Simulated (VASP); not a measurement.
**Hf: single point with PBEsol**

Hf:

```
CELL_PARAMETERS angstrom
1.63083 1.63083 1.63083
-1.63083 1.63083 1.63083
-1.63083 -1.63083 1.63083
ATOMIC_POSITIONS crystal
Hf 0.00000 0.00000 0.00000
```

```json
{
 "Program": "VASP 6.6.1",
 "Task": "single point",
 "Functional": "PBEsol",
 "Potentials or basis": "VASP PAW PBE potentials, release 64 (Hf_pv)",
 "Cutoff": "500 eV",
 "k mesh": "10 × 10 × 10",
 "Occupations": "methfessel-paxton, width 0.1 eV",
 "Spin": "no spin polarisation"
}
```

- Pressure: 29.0 GPa
- Band gap on the k mesh: zero (band 5 reaches 7.92 eV, above the bottom of band 6 at 5.39 eV)

Levels at points of the mesh, in eV from the Fermi level:
```
           k point  band 2  band 3  band 4  band 5  band 6  band 7  band 8  band 9
(0.00, 0.00, 0.00)  -28.80  -28.80   -7.80    1.63    1.63    1.63    5.22    5.22
(0.50, 0.00, 0.00)  -29.37  -28.82   -4.30   -1.10    2.43    5.26    6.54   10.13
(0.50, 0.50, 0.50)  -30.04  -30.04   -3.90   -3.90    8.88    8.88    8.88    9.62
```

It took 12 s on 1 thread of Intel Xeon 8259CL, with other jobs on the host, peak memory 0.14 GiB.

Caveat: the PAW data sets were made with another functional, which shifts forces and pressure a little; spin-orbit coupling is left out, which moves the levels of the heavy elements.
